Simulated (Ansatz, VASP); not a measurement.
# Al: VASP beside Ansatz

```
Al
1.0
     0.00000    2.02481    2.02481
     2.02481    0.00000    2.02481
     2.02481    2.02481    0.00000
Al
1
Direct
  0.00000 0.00000 0.00000
```

Alike in both runs: task relaxation of cell and atoms; functional revPBE; dispersion D4; k mesh 11 × 11 × 11; occupations fermi-dirac, width 0.05 eV; no spin polarisation.

|  | VASP | Ansatz |
| --- | --- | --- |
| version | VASP 6.6.1 | Ansatz 0.2.0 |
| potentials or method | VASP PAW PBE potentials, release 64 (Al), cutoff 600 eV | all-electron LAPW, scalar-relativistic |

|  | VASP | Ansatz | Ansatz less VASP |
| --- | --- | --- | --- |
| relaxed volume (Å³/atom) | 15.63 | 15.67 | +0.037 |
| relaxed cell length with the largest relative difference (Å) | 2.807 | 2.809 | +0.0022 |

VASP's potentials were made for PBE, not for revPBE. Ansatz ran all-electron here, and VASP with PAW potentials.
